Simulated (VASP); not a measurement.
Write the native input for VASP 6.6.1 that does the following.

```
Task                   : relaxation of cell and atoms
Functional             : LDA
Potentials or basis    : VASP PAW LDA potentials, release 64 (Ga_d, P)
Cutoff                 : 600 eV
k mesh                 : 10 × 10 × 10
Occupations            : gaussian, width 0.01 eV
Spin                   : no spin polarisation
Target pressure        : 40 GPa
Dipole correction      : no
Further INCAR settings : ALGO = Normal; EDIFF = 1e-07; IBRION = 2; EDIFFG = -0.001; NSW = 80; ISIF = 3
```

The structure of GaP lies in POSCAR:

```
GaP
1.0
    0.0000000000      2.4758061455      2.4758061455
    2.4758061455      0.0000000000      2.4758061455
    2.4758061455      2.4758061455      0.0000000000
Ga P
1 1
Direct
    0.0000000000      0.0000000000      0.0000000000
    0.7500000000      0.7500000000      0.7500000000
```

The input as run:

INCAR

```
ALGO = Normal
EDIFF = 1E-7
EDIFFG = -0.001
ENCUT = 600
GGA = CA
IBRION = 2
ISIF = 3
ISMEAR = 0
LASPH = T
LCHARG = F
LREAL = F
LWAVE = F
NELM = 100
NSW = 80
PREC = Accurate
PSTRESS = 400.0
SIGMA = 0.01
```

KPOINTS

```
k-points
0
Gamma
  10 10 10
```

Potentials or basis: VASP PAW LDA potentials, release 64 (Ga_d, P).

Command:

```console
$ cat potpaw_LDA.64/Ga_d/POTCAR potpaw_LDA.64/P/POTCAR > POTCAR
$ mpirun -np 1 vasp_std > vasp.out
```

It gave:

```
Relaxed volume                                         : 15.19 Å³/atom
Relaxed cell                                           : a = 3.502 Å, b = 3.502 Å, c = 3.502 Å, α = 60.00°, β = 60.00°, γ = 60.00°
Space group after relaxing (to 0.05 Å)                 : F-43m (No. 216)
Energy change on relaxing (the enthalpy is what falls) : -2.7 meV/atom
Ionic steps                                            : 6
Pressure after relaxing                                : 40.0 GPa
Band gap on the k mesh                                 : 0.78 eV, indirect (least direct gap 3.56 eV)
```

Caveat: the cell is relaxed towards a set pressure, so the enthalpy falls and the energy may rise.

Wall time 59 s on 1 thread of Intel(R) Xeon(R) Platinum 8375C CPU @ 2.90GHz (Ice Lake), with other jobs on the host, peak memory 0.16 GiB.
